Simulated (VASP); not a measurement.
# Hf: single point with PBEsol

The system is Hf.

```
Hf
1.0
     3.00230    0.00000    0.00000
    -1.50115    2.60007    0.00000
     0.00000    0.00000    5.59580
Hf
2
Direct
  0.33333 0.66667 0.25000
  0.66667 0.33333 0.75000
```

```
Program             : VASP 6.6.1
Task                : single point
Functional          : PBEsol
Potentials or basis : VASP PAW PBE potentials, release 64 (Hf_pv)
Cutoff              : 520 eV
k mesh              : 18 × 18 × 10
Occupations         : gaussian, width 0.15 eV
Spin                : no spin polarisation
```

```json
{
 "Pressure": "-1.5 GPa",
 "Band gap on the k mesh": "zero (bands 10 and 11 overlap by 0.50 eV)"
}
```

Stress tensor (GPa, compression positive):
```
  3.38   0.00   0.00
  0.00   3.38   0.00
  0.00   0.00 -11.22
```

Levels at points of the mesh, in eV from the Fermi level:
```tsv
k point	band 6	band 7	band 8	band 9	band 10	band 11	band 12	band 13	band 14	band 15
(0.00, 0.00, 0.00)	-29.81	-7.34	-4.21	-0.34	0.01	1.58	1.58	2.03	2.03	4.14
(0.50, 0.00, 0.00)	-30.02	-3.21	-2.86	-2.39	0.05	0.13	1.02	2.07	6.04	6.50
(0.00, 0.00, 0.50)	-29.83	-5.79	-5.79	-0.60	-0.60	1.66	1.66	1.66	1.66	5.26
(0.50, 0.00, 0.50)	-30.07	-3.38	-3.38	-1.41	-1.41	1.63	1.63	3.54	3.54	5.61
```

It took 110 s on 1 thread of Intel Xeon 6975P-C (shared host), peak memory 0.26 GiB.

Caveat: the stress differs along the axes, from -11 to 3 GPa; the PAW data sets were made with another functional, which shifts forces and pressure a little; spin-orbit coupling is left out, which moves the levels of the heavy elements.
